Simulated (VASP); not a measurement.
# Mn (Pm-3m) in VASP: a series of runs

The runs below take Mn through single point, with PBE.

Program: VASP 6.6.1. These are calculated values, not measurements. Logs are shortened: lines on timing, memory, paths and dates and some standing lists are left out, and cuts for length are marked.

### Step 1. The cell of the first run

Symmetry: Pm-3m, No. 221, cubic system. Conventional cell: a = 2.192 Å, b = 2.192 Å, c = 2.192 Å, α = 90.00°, β = 90.00°, γ = 90.00°. Mn (site symmetry m-3m) has 6 Mn at 2.19 Å within 2.9 Å.

This isn't the form of Mn at room conditions, which is a 58-atom cubic cell.

### Step 2. Single point, PBE, collinear spin, ferromagnetic start (10.53 Å³/atom)

Input file INCAR:

```
PREC = Accurate
ENCUT = 520
EDIFF = 1E-6
ISMEAR = -1
SIGMA = 0.1
LREAL = False
LASPH = True
NELM = 150
ALGO = Normal
ISIF = 2
LWAVE = False
LCHARG = False
ISPIN = 2
MAGMOM = 3
LORBIT = 11
LMAXMIX = 4
GGA = PE
NBANDS = 16
```

Input file KPOINTS:

```
Automatic mesh
0
Gamma
  16 16 16
```

Input file POSCAR:

```
Mn
1.0
    2.1917983750      0.0000000000      0.0000000000
    0.0000000000      2.1917983750      0.0000000000
    0.0000000000      0.0000000000      2.1917983750
Mn
1
Direct
    0.0000000000      0.0000000000      0.0000000000
```

Potentials or basis: VASP PAW PBE potentials, release 64 (Mn_pv).

On the command line:

```
$ cat potpaw_PBE.64/Mn_pv/POTCAR > POTCAR
$ mpirun -np 1 vasp_std > vasp.out
```

OUTCAR:

```text
PREC = Accurate
   ENCUT = 520
   EDIFF = 1E-6
   ISMEAR = -1
   LREAL = False
   LASPH = True
   NELM = 150
   ISIF = 2
   ISPIN = 2
   LORBIT = 11
   GGA = PE

 ion  position               nearest neighbor table
   1  0.000  0.000  0.000-

  LATTYP: Found a simple cubic cell.
 ALAT       =     2.1917983750

  Lattice vectors:

 A1 = (   2.1917983750,   0.0000000000,   0.0000000000)
 A2 = (   0.0000000000,   2.1917983750,   0.0000000000)
 A3 = (   0.0000000000,   0.0000000000,   2.1917983750)

Analysis of symmetry for initial positions (statically):
=====================================================================
 Subroutine PRICEL returns:
 Original cell was already a primitive cell.

 Routine SETGRP: Setting up the symmetry group for a
 simple cubic supercell.

 Subroutine GETGRP returns: Found 48 space group operations
 (whereof 48 operations were pure point group operations)
 out of a pool of 48 trial point group operations.

The static configuration has the point symmetry O_h .

Analysis of symmetry for dynamics (positions and initial velocities):
=====================================================================
 Subroutine PRICEL returns:
 Original cell was already a primitive cell.

 Routine SETGRP: Setting up the symmetry group for a
 simple cubic supercell.

 Subroutine GETGRP returns: Found 48 space group operations
 (whereof 48 operations were pure point group operations)
 out of a pool of 48 trial point group operations.

The dynamic configuration has the point symmetry O_h .

Analysis of structural, dynamic, and magnetic symmetry:
=====================================================================
 Subroutine PRICEL returns:
 Original cell was already a primitive cell.

 Routine SETGRP: Setting up the symmetry group for a
 simple cubic supercell.

 Subroutine GETGRP returns: Found 48 space group operations
 (whereof 48 operations were pure point group operations)
 out of a pool of 48 trial point group operations.

The overall configuration has the point symmetry O_h .

 Subroutine INISYM returns: Found 48 space group operations
 (whereof 48 operations are pure point group operations),
 and found     1 'primitive' translations

----------------------------------------------------------------------------------------

                                     Primitive cell

  volume of cell :      10.5294

  direct lattice vectors                    reciprocal lattice vectors
     2.191798375  0.000000000  0.000000000     0.456246346  0.000000000  0.000000000
[... 94 lines left out ...]
   PSTRESS=    0.0 pullay stress
   NELECT =      13.0000    total number of electrons
   NUPDOWN=      -1.0000    fix difference up-down
   EMIN   =  10.00;   EMAX   =-10.00  energy-range for DOS
   EFERMI =   0.00;   METHOD = LEGACY
   ISMEAR =    -1;   SIGMA  =   0.10  broadening in eV -4-tet -1-fermi 0-gaus
   EFERMI_NEDOS =   21; number of points for ismear=-14 and -15
   IALGO  =     38    algorithm
   IMIX   =      4    mixing-type and parameters
     AMIX     =   0.40;   BMIX     =  1.00
     AMIX_MAG =   1.60;   BMIX_MAG =  1.00
  volume/ion in A,a.u.               =      10.53        71.06
  Fermi-wavevector in a.u.,A,eV,Ry     =   1.756259  3.318849 41.966454  3.084447
  Thomas-Fermi vector in A             =   2.825844
   LORBIT       =     11    0 simple, 1 ext, 2 COOP (PROOUT), +10 PAW based schemes
   GGA     = PE    functional components
   LHFCALC =     F    Hartree Fock is set to
   AEXX    =    0.0000 exact exchange contribution
   IVDW    =     0    specifies the selected vdW correction
   LEPSILON=     F    determine dielectric tensor
   LRPA    =     F    only Hartree local field effects (RPA)
 spin polarized calculation
  energy-cutoff  :      520.00
  volume of cell :       10.53
 maximum number of plane-waves:       300
   NGX =  9   NGY =  9   NGZ =  9

 number of electron      12.9999993 magnetization       0.0014430

 Free energy of the ion-electron system (eV)
  ---------------------------------------------------
  ext. energy  EPLUGINS =         0.00000000
  ---------------------------------------------------
  free energy    TOTEN  =        -7.94933020 eV

  energy without entropy =       -7.89601905  energy(sigma->0) =       -7.92267462

 E-fermi :  11.2176     XC(G=0): -14.0089

 val. band max:       11.2170872934   @ k =   0.4375   0.4375   0.0625
 cond. band min:      11.2188529447   @ k =   0.4375   0.4375   0.0625
 fundamental gap:      0.0017656513
 Fermi energy:        11.2175759145

 spin component 1

 k-point     1 :       0.0000    0.0000    0.0000
  band No.  band energies     occupation
      1     -36.4502      1.00000
      2     -36.4502      1.00000
      3     -36.4502      1.00000
      4       2.6256      1.00000
      5       6.9014      1.00000
      6       6.9014      1.00000
[... 435 lines left out ...]
      5       8.3021      1.00000
      6       8.5294      1.00000
[... 8 lines left out ...]
     15      43.6186      0.00000
     16      44.1017      0.00000

 [... further k-points ...]

 spin component 2

 k-point     1 :       0.0000    0.0000    0.0000
  band No.  band energies     occupation
      1     -36.4486      1.00000
      2     -36.4486      1.00000
      3     -36.4486      1.00000
      4       2.6259      1.00000
      5       6.9022      1.00000
      6       6.9022      1.00000
[... 435 lines left out ...]
      5       8.3029      1.00000
      6       8.5303      1.00000
[... 8 lines left out ...]
     15      43.6194      0.00000
     16      44.1022      0.00000

 [... further k-points ...]
[... 5 lines left out ...]
  --------------------------------------------------------------------------------------
  -------------------------------------------------------------------------------------
  Total        2.2930146      2.2930146      2.2930146     -0.0000000      0.0000000     -0.0000000
  in kB      348.9117564    348.9117564    348.9117564     -0.0000000      0.0000000     -0.0000000
  external PRESSURE =     348.9117564 kB  Pullay stress =       0.0000000 kB

 VOLUME and BASIS-vectors are now :
 -----------------------------------------------------------------------------
  energy-cutoff  :      520.00
  volume of cell :       10.53
      direct lattice vectors                 reciprocal lattice vectors
     2.191798375  0.000000000  0.000000000     0.456246346  0.000000000  0.000000000
     0.000000000  2.191798375  0.000000000     0.000000000  0.456246346  0.000000000
     0.000000000  0.000000000  2.191798375     0.000000000  0.000000000  0.456246346

 POSITION                                       TOTAL-FORCE (eV/Angst)
 -----------------------------------------------------------------------------------
      0.00000      0.00000      0.00000         0.000000      0.000000      0.000000
 -----------------------------------------------------------------------------------
    total drift:                                0.000000     -0.000000      0.000000

  FREE ENERGIE OF THE ION-ELECTRON SYSTEM (eV)
  ---------------------------------------------------
  free  energy   TOTEN  =        -7.9493301973 eV

  energy  without entropy=       -7.8960190498  energy(sigma->0) =       -7.92267462

 total charge

# of ion       s       p       d       tot
------------------------------------------
    1        0.461   6.376   5.410  12.246

 magnetization (x)

# of ion       s       p       d       tot
------------------------------------------
    1       -0.000  -0.000   0.001   0.001
```

OSZICAR:

```text
N       E                     dE             d eps       ncg     rms          rms(c)
DAV:   1     0.836918914503E+02    0.83692E+02   -0.70728E+03 10856   0.111E+03
DAV:   2    -0.617641269418E+01   -0.89868E+02   -0.84648E+02 11496   0.269E+02
DAV:   3    -0.798384389214E+01   -0.18074E+01   -0.18038E+01 13224   0.411E+01
DAV:   4    -0.798933047302E+01   -0.54866E-02   -0.54865E-02 11920   0.224E+00
DAV:   5    -0.798935967670E+01   -0.29204E-04   -0.29203E-04 12512   0.144E-01    0.161E+01
DAV:   6    -0.788333199185E+01    0.10603E+00   -0.15033E+00 12464   0.207E+01    0.311E+00
DAV:   7    -0.792906751533E+01   -0.45736E-01   -0.65056E-02 10960   0.248E+00    0.222E+00
DAV:   8    -0.794242415390E+01   -0.13357E-01   -0.41901E-03 12520   0.952E-01    0.960E-01
DAV:   9    -0.794758759241E+01   -0.51634E-02   -0.74055E-03 11808   0.914E-01    0.250E-01
DAV:  10    -0.794841956068E+01   -0.83197E-03   -0.99806E-04 10968   0.277E-01    0.185E-01
DAV:  11    -0.794877062129E+01   -0.35106E-03   -0.19499E-04 12160   0.131E-01    0.129E-01
DAV:  12    -0.794922293517E+01   -0.45231E-03   -0.71878E-04 12032   0.257E-01    0.473E-02
DAV:  13    -0.794927003227E+01   -0.47097E-04   -0.44601E-05 11112   0.500E-02    0.346E-02
DAV:  14    -0.794930667620E+01   -0.36644E-04   -0.35157E-05 12320   0.513E-02    0.207E-02
DAV:  15    -0.794932910203E+01   -0.22426E-04   -0.66620E-05 11968   0.713E-02    0.402E-03
DAV:  16    -0.794933021182E+01   -0.11098E-05   -0.32751E-06 11160   0.132E-02    0.244E-03
DAV:  17    -0.794933019734E+01    0.14486E-07   -0.11017E-07  5392   0.234E-03
   1 F= -.79493302E+01 E0= -.79226746E+01  d E =-.533111E-01  mag=     0.0001
```

stdout:

```text
POSCAR found type information on POSCAR Mn
 POSCAR found :  1 types and       1 ions
 scaLAPACK will be used
 LDA part: xc-table for (Slater+PW92), standard interpolation
 POSCAR, INCAR and KPOINTS ok, starting setup
 FFT: planning ... GRIDC
 FFT: planning ... GRID_SOFT
 FFT: planning ... GRID
 WAVECAR not read
 entering main loop
```

It took 32 s on 1 thread of Intel Xeon Platinum 8488C (Sapphire Rapids), shared host; peak memory 0.15 GiB.

What came out:

| Item | Value |
| --- | --- |
| Free energy | -7.9493 eV |
| Pressure | 34.9 GPa |
| Net moment | 0.00 μB per cell |
| Valence electrons inside the program's atomic spheres | Mn 12.25 |

Levels at points of the mesh, in eV from the Fermi level:
Spin up:
```tsv
k point	band 3	band 4	band 5	band 6	band 7	band 8	band 9	band 10
(0.00, 0.00, 0.00)	-47.67	-8.59	-4.32	-4.32	1.97	1.97	1.97	21.98
(0.50, 0.00, 0.00)	-47.55	-3.95	-3.46	-1.16	-0.22	-0.22	2.16	7.74
(0.50, 0.50, 0.00)	-47.45	-5.87	-2.56	0.25	0.25	3.40	6.76	6.76
(0.50, 0.50, 0.50)	-48.57	-4.05	-4.05	-4.05	3.52	3.52	12.05	15.92
```
Spin down:
| k point | band 4 | band 5 | band 6 | band 7 | band 8 | band 9 |
| --- | --- | --- | --- | --- | --- | --- |
| (0.00, 0.00, 0.00) | -8.59 | -4.32 | -4.32 | 1.97 | 1.97 | 1.97 |
| (0.50, 0.00, 0.00) | -3.95 | -3.46 | -1.16 | -0.21 | -0.21 | 2.17 |
| (0.50, 0.50, 0.00) | -5.87 | -2.56 | 0.26 | 0.26 | 3.40 | 6.76 |
| (0.50, 0.50, 0.50) | -4.05 | -4.05 | -4.05 | 3.52 | 3.52 | 12.05 |

Caveat: the cell stands under pressure; the moments typed at the start vanished in this run.

[end of part 1 of 2]
